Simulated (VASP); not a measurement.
**AlNi (zincblende type): relaxation of cell and atoms with PBE**

AlNi (zincblende type):

```
Ni Al
1.0
     0.00000    2.38739    2.38739
     2.38739    0.00000    2.38739
     2.38739    2.38739    0.00000
Ni Al
1 1
Direct
  0.00000 0.00000 0.00000
  0.25000 0.25000 0.25000
```

- Program: VASP 6.6.1
- Task: relaxation of cell and atoms
- Functional: PBE
- Potentials or basis: VASP PAW PBE potentials, release 64 (Ni, Al)
- Cutoff: 600 eV
- k mesh: 13 × 13 × 13
- Occupations: fermi-dirac, width 0.08 eV
- Spin: no spin polarisation
- Target pressure: 46 GPa
- Dipole correction: no
- Further INCAR settings: ALGO = Normal; EDIFF = 1e-06; IBRION = 2; EDIFFG = -0.005; NSW = 32; ISIF = 3

```json
{
 "Relaxed volume": "13.60 Å³/atom",
 "Relaxed cell": "a = 3.375 Å, b = 3.375 Å, c = 3.375 Å, α = 60.00°, β = 60.00°, γ = 60.00°",
 "Space group after relaxing (to 0.1 Å)": "F-43m (No. 216)",
 "Energy change on relaxing (the run minimises the enthalpy)": "+3.1 meV/atom",
 "Ionic steps": "3",
 "Pressure after relaxing": "46.0 GPa",
 "Band gap on the k mesh": "zero (an odd number of electrons rules out a gap without spin polarisation)"
}
```

Step by step:
```csv
step,energy change (eV),largest force (eV/Å),pressure (GPa),volume (Å³)
1,0.0000,0.0000,45.83,27.21
2,0.0162,0.0000,46.36,27.16
3,0.0061,0.0000,46.03,27.19
```

Final structure:
```
Ni Al
1.0
     0.00000    2.38677    2.38677
     2.38677    0.00000    2.38677
     2.38677    2.38677    0.00000
Ni Al
1 1
Direct
  0.00000 0.00000 0.00000
  0.25000 0.25000 0.25000
```

Levels at points of the mesh, in eV from the Fermi level:
```csv
k point,band 3,band 4,band 5,band 6,band 7,band 8,band 9,band 10
"(0.00, 0.00, 0.00)",-2.91,-2.91,-2.15,-2.15,8.33,8.33,8.33,10.17
```

Run time: 83 s on 1 thread of Intel Xeon 8259CL (shared host), peak memory 0.18 GiB.

Caveat: the cell is relaxed towards a set pressure, so the run minimises the enthalpy, not the energy. Spin polarisation is off, so any magnetic state and its effect on volume and gap are missing.
